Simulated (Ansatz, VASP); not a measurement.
Two plane-wave programs on RbY2

```
CELL_PARAMETERS angstrom
6.42341 0.00000 0.00000
-3.21171 5.56284 0.00000
0.00000 0.00000 3.43815
ATOMIC_POSITIONS crystal
Rb 0.00000 0.00000 0.00000
Y 0.33333 0.66667 0.50000
Y 0.66667 0.33333 0.50000
```

Alike in both runs: functional PBE; k mesh 6 × 6 × 6; occupations gaussian, width 0.1 eV; no spin polarisation.

Ansatz relaxed the structure, and its values are those at the end. VASP's run is a single point on that final structure, the one shown.

|  | VASP | Ansatz |
| --- | --- | --- |
| version | VASP 6.6.1 | Ansatz 0.2.0 |
| potentials or method | VASP PAW PBE potentials, release 64 (Rb_sv, Y_sv), cutoff 520 eV | scalar-relativistic, plane waves, PAW |
| valence electrons in the cell | 31 | 31 |

|  | VASP | Ansatz | Ansatz less VASP |
| --- | --- | --- | --- |
| gap on the k mesh at the Fermi level (eV) | none | none | - |
| pressure (GPa) | 0.2 | 0.2 | +0.02 |

A gap of «none» marks a metal or a gap that the smearing closes. The functional is the same, so the differences come from potentials, cutoffs and numerics.
